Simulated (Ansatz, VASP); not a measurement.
## One calculation of Si, two programs

```
CELL_PARAMETERS angstrom
2.53860 0.00000 0.00000
-1.26930 2.19849 0.00000
0.00000 0.00000 2.62815
ATOMIC_POSITIONS crystal
Si 0.00000 0.00000 0.00000
```

Alike in both runs: task single point; functional LDA; k mesh 24 × 24 × 22; occupations gaussian, width 0.15 eV; no spin polarisation.

|  | VASP | Ansatz |
| --- | --- | --- |
| version | VASP 6.6.1 | Ansatz 0.2.0 |
| potentials or method | VASP PAW LDA potentials, release 64 (Si), cutoff 520 eV | scalar-relativistic, plane waves, PAW |
| valence electrons in the cell | 4 | 4 |

|  | VASP | Ansatz | Ansatz less VASP |
| --- | --- | --- | --- |
| gap on the k mesh at the Fermi level (eV) | none | none | - |
| pressure (GPa) | 0.1 | 0.0 | -0.07 |
| traceless stress, the component that is largest in VASP (GPa) | -14.50 | -14.47 | +0.027 |

LDA's correlation is that of Perdew and Zunger in VASP and of Perdew and Wang (1992) in Ansatz. A gap of «none» marks a metal or a gap that the smearing closes.
